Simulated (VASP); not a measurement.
Input of a VASP 6.6.1 run:

File INCAR:

```
SYSTEM = Mn
PREC = Accurate
ENCUT = 500
EDIFF = 1E-6
ISMEAR = -1
SIGMA = 0.003
LREAL = .False.
LASPH = .True.
NELM = 200
ALGO = Normal
ISIF = 2
LWAVE = .False.
LCHARG = .True.
ISPIN = 2
MAGMOM = 4.5
LORBIT = 11
LMAXMIX = 4
LDAU = .True.
LDAUTYPE = 2
LDAUL = 2
LDAUU = 6.3
LDAUJ = 0
LDAUPRINT = 1
GGA = PE
LELF = .True.
LVHAR = .True.
NBANDS = 16
GGA_COMPAT = .False.
```

The input KPOINTS:

```
regular mesh
0
Gamma
  11 11 11
  0 0 0
```

Contents of POSCAR:

```
Mn
1.0
   -1.5405000000      1.5405000000      1.5405000000
    1.5405000000     -1.5405000000      1.5405000000
    1.5405000000      1.5405000000     -1.5405000000
Mn
1
Direct
    0.0000000000      0.0000000000      0.0000000000
```

Potentials or basis: VASP PAW PBE potentials, release 64 (Mn_pv).

The run is started by

```console
$ cat potpaw_PBE.64/Mn_pv/POTCAR > POTCAR
$ mpirun -np 1 vasp_std > vasp.out
```

**Question.** Estimate the pressure.

**Answer.** 32.3 GPa.

**Question.** What does it give for the net moment?

**Answer.** 4.28 μB per cell.

**Question.** Estimate the site moments.

**Answer.** Mn +4.25 μB.

Eigenvalues of the final occupation matrices:
```csv
site,spin,trace,eigenvalues
site 1 d,1,4.61,0.92 0.92 0.92 0.93 0.93
site 1 d,2,0.33,0.04 0.04 0.04 0.10 0.10
```

Caveat: the U is typed as a test and isn't derived for this compound. The state reached can hang on the start; a lower one may exist.
